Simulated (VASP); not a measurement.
A run of VASP 6.6.1:

Contents of INCAR:

```
SYSTEM = TiRh
PREC = Accurate
ENCUT = 520
EDIFF = 1E-6
ISMEAR = -1
SIGMA = 0.1
LREAL = .False.
LASPH = .True.
NELM = 100
ALGO = Normal
ISIF = 2
LWAVE = .False.
LCHARG = .True.
GGA = CA
LELF = .True.
LVHAR = .True.
NBANDS = 20
```

File KPOINTS:

```
regular mesh
0
Gamma
  11 11 11
  0 0 0
```

File POSCAR:

```
TiRh
1.0
    3.0217440000      0.0000000000      0.0000000000
    0.0000000000      3.0217440000      0.0000000000
    0.0000000000      0.0000000000      3.1152000000
Ti Rh
1 1
Direct
    0.5000000000      0.5000000000      0.5000000000
    0.0000000000      0.0000000000      0.0000000000
```

Potentials or basis: VASP PAW LDA potentials, release 64 (Ti_sv, Rh_pv).

Run with:

```bash
$ cat potpaw_LDA.64/Ti_sv/POTCAR potpaw_LDA.64/Rh_pv/POTCAR > POTCAR
$ mpirun -np 1 vasp_std > vasp.out
```

Hardware: 1 thread of Intel Xeon 8259CL, with other jobs on the host.

Question: Estimate the wall time of this run.

Answer: It took 68 s on 1 thread of Intel Xeon 8259CL, on a shared host, peak memory 0.18 GiB. Counts: scf iterations 13, k points 126.
